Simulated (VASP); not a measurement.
VSi2 (d3), 9 atoms in the cell. Symmetry: P6_222, No. 180, hexagonal system. Conventional cell: a = 4.497 Å, b = 4.497 Å, c = 6.296 Å, α = 90.00°, β = 90.00°, γ = 120.00°. V (site symmetry 222) has 10 Si at 2.48 to 2.62 Å and 4 V at 3.08 Å within 3.3 Å. Within 3.2 Å of Si (site symmetry 2) lie 9 Si at 2.45 to 3.11 Å and 5 V at 2.48 to 2.62 Å. 

- Program: VASP 6.6.1
- Task: single point
- Functional: PBE
- Dispersion: D3(BJ)
- Potentials or basis: VASP PAW PBE potentials, release 64 (V_sv, Si)
- Cutoff: 520 eV
- k mesh: 9 × 9 × 6
- Occupations: gaussian, width 0.1 eV
- Spin: no spin polarisation
- Dipole correction: no
- Further INCAR settings: ALGO = Normal; EDIFF = 1e-06; NBANDS = 42

Potentials or basis: VASP PAW PBE potentials, release 64 (V_sv, Si).

Command:

```bash
$ cat potpaw_PBE.64/V_sv/POTCAR potpaw_PBE.64/Si/POTCAR > POTCAR
$ mpirun -np 1 vasp_std > vasp.out
```

Hardware: 1 thread of Intel(R) Xeon(R) Platinum 8488C (Sapphire Rapids), on a shared host.

Question: Estimate the wall time of this run.

Answer: It took 3.1 min on 1 thread of Intel(R) Xeon(R) Platinum 8488C (Sapphire Rapids) (shared host), peak memory 0.33 GiB. Counts: scf iterations 14, k points 48.
